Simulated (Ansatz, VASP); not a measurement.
**P in VASP and in Ansatz**

Contents of INCAR:

```
SYSTEM = P
PREC = Accurate
ENCUT = 520
EDIFF = 1E-6
ISMEAR = 0
SIGMA = 0.05
LREAL = .False.
LASPH = .True.
NELM = 80
ALGO = Normal
ISIF = 2
LWAVE = .False.
LCHARG = .True.
GGA = PS
LELF = .True.
LVHAR = .True.
NBANDS = 18
```

Contents of KPOINTS:

```
regular mesh
0
Gamma
  8 1 6
  0 0 0
```

The input POSCAR:

```
P
1.0
    3.4479141060      0.0000000000      0.0000000000
    0.0000000000     36.5998825395      0.0000000000
    0.0000000000      0.0000000000      4.6320847100
P
4
Direct
    0.0000000000      0.9702614300      0.5921507200
    0.0000000000      0.0297385700      0.4078492800
    0.5000000000      0.0297385700      0.0921507200
    0.5000000000      0.9702614300      0.9078492800
```

Input for Ansatz:

```yaml
crystal:
  lattice:
    - [3.447914106, 0.0, 0.0]
    - [0.0, 36.5998825395, 0.0]
    - [0.0, 0.0, 4.63208471]
  atoms:
    - { symbol: P, position: [0.0, 0.97026143, 0.59215072] }
    - { symbol: P, position: [0.0, 0.02973857, 0.40784928] }
    - { symbol: P, position: [0.5, 0.02973857, 0.09215072] }
    - { symbol: P, position: [0.5, 0.97026143, 0.90784928] }
basis:
  ecutwfc: 420
kpoints:
  mp_grid: { grid: [8, 1, 6] }
hamiltonian:
  xc: pbesol
scf:
  occupations: { method: gaussian, width: 0.05 }
output:
  forces: true
  stress: true
  eigenvalues: true
  write_density: true
  write_potential: true
  elf: true
  volumetric_format: npy
```

Change from the starting cell: strain +0.050 along x and y, +0.000 along z, atoms carried along.

Alike in both runs: task single point; functional PBEsol; k mesh 8 × 1 × 6; occupations gaussian, width 0.05 eV; no spin polarisation.

```csv
,VASP,Ansatz
version,VASP 6.6.1,Ansatz 0.2.0
potentials or method,"VASP PAW PBE potentials, release 64 (P), cutoff 520 eV","scalar-relativistic, plane waves, PAW"
valence electrons in the cell,20,20
```

|  | VASP | Ansatz | Ansatz less VASP |
| --- | --- | --- | --- |
| gap on the k mesh at the Fermi level (eV) | 0.71 | 0.69 | -0.015 |
| least direct gap on the mesh (eV) | 0.71 | 0.69 | -0.015 |
| rms of the force components (eV/Å) | 0.408 | 0.404 | -0.0047 |

VASP's potentials were made for PBE, not for PBEsol. Atom by atom the forces differ by 0.010 eV/Å (rms over components). Ansatz's warnings: xc potential rough in thin density.
